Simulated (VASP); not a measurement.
Input of a VASP 6.6.1 run:

INCAR

```
SYSTEM = ScAs4
  PREC = Accurate
  ENCUT = 500
  EDIFF = 1E-6
  ISMEAR = 0
  SIGMA = 0.1
  LREAL = .False.
  LASPH = .True.
  NELM = 200
  ALGO = Normal
  ISIF = 2
  LWAVE = .False.
  LCHARG = .False.
  ISPIN = 2
  MAGMOM = 1 0 0 0 0
  LORBIT = 11
  LMAXMIX = 4
  GGA = PE
  NBANDS = 28
  GGA_COMPAT = .False.
```

KPOINTS

```
regular mesh
0
Gamma
  6 6 4
  0 0 0
```

File POSCAR:

```
ScAs4
1.0
    5.5277875492      0.0000000000      0.0000000000
   -2.7638937746      4.7872044444      0.0000000000
    0.0000000000      0.0000000000      5.1952279597
Sc As
1 4
Direct
    0.0000000000      0.0000000000      0.5000000000
    0.5000000000      0.0000000000      0.5000000000
    0.0000000000      0.5000000000      0.5000000000
    0.5000000000      0.5000000000      0.5000000000
    0.0000000000      0.0000000000      0.0000000000
```

Potentials or basis: VASP PAW PBE potentials, release 64 (Sc_sv, As).

The run is started by

```sh
$ cat potpaw_PBE.64/Sc_sv/POTCAR potpaw_PBE.64/As/POTCAR > POTCAR
$ mpirun -np 1 vasp_std > vasp.out
```

(1) Predict the net moment.

(2) Estimate the pressure.

Answers

(1) 0.00 μB per cell.

(2) 0.1 GPa.
